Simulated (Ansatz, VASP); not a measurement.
## AlN: VASP beside Ansatz

```xyz
2
Lattice="0.0000 2.0345 2.0345 2.0345 0.0000 2.0345 2.0345 2.0345 0.0000" Properties=species:S:1:pos:R:3 pbc="T T T"
Al    2.0345    2.0345    2.0345
N     0.5000    0.0000    0.0000
```

Alike in both runs: task single point; functional PBE; k mesh 6 × 6 × 6; occupations gaussian, width 0.1 eV; no spin polarisation.

|  | VASP | Ansatz |
| --- | --- | --- |
| version | VASP 6.6.1 | Ansatz 0.2.0 |
| potentials or method | VASP PAW PBE potentials, release 64 (Al, N), cutoff 520 eV | scalar-relativistic, plane waves, PAW |
| valence electrons in the cell | 8 | 8 |

VASP gave:

```
gap on the k mesh at the Fermi level (eV) : 4.04
least direct gap on the mesh (eV)         : 5.15
rms of the force components (eV/Å)        : 6.973
```

Task: Estimate Ansatz's values.

Result: gap on the k mesh at the Fermi level (eV): 4.08; least direct gap on the mesh (eV): 5.15; rms of the force components (eV/Å): 6.926.

Atom by atom the forces differ by 0.047 eV/Å (rms over components).

The k mesh is coarse, so the values compare programs but aren't converged.
